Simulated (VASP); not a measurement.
A run of VASP 6.6.1 is set up as follows.

POSCAR

```
K
1.0
   -2.5585668046      2.5585668046      2.5585668046
    2.5585668046     -2.5585668046      2.5585668046
    2.5585668046      2.5585668046     -2.5585668046
K
1
Direct
    0.0000000000      0.0000000000      0.0000000000
```

File INCAR.step1:

```
ALGO = Normal
EDIFF = 1E-4
ENCUT = 520
GGA = PE
ISMEAR = -1
LASPH = True
LCHARG = False
LREAL = False
LWAVE = True
NBANDS = 10
NELM = 60
PREC = Accurate
SIGMA = 0.1
```

Contents of INCAR.step2:

```
ALGO = Normal
EDIFF = 1E-6
ENCUT = 520
ISIF = 2
ISMEAR = -1
ISTART = 1
LASPH = True
LCHARG = False
LMIXTAU = True
LREAL = False
LWAVE = False
METAGGA = R2SCAN
NBANDS = 10
NELM = 60
PREC = Accurate
SIGMA = 0.1
```

File KPOINTS:

```
k-points
0
Gamma
  14 14 14
```

Potentials or basis: VASP PAW PBE potentials, release 64 (K_sv).

Launch:

```bash
$ cat potpaw_PBE.64/K_sv/POTCAR > POTCAR
$ cp INCAR.step1 INCAR
$ mpirun -np 1 vasp_std > vasp.out
$ cp INCAR.step2 INCAR
$ mpirun -np 1 vasp_std > vasp.out
```

What does it give for the pressure?

0.6 GPa.

Caveat: the PAW data sets were made with another functional, which shifts forces and pressure a little.
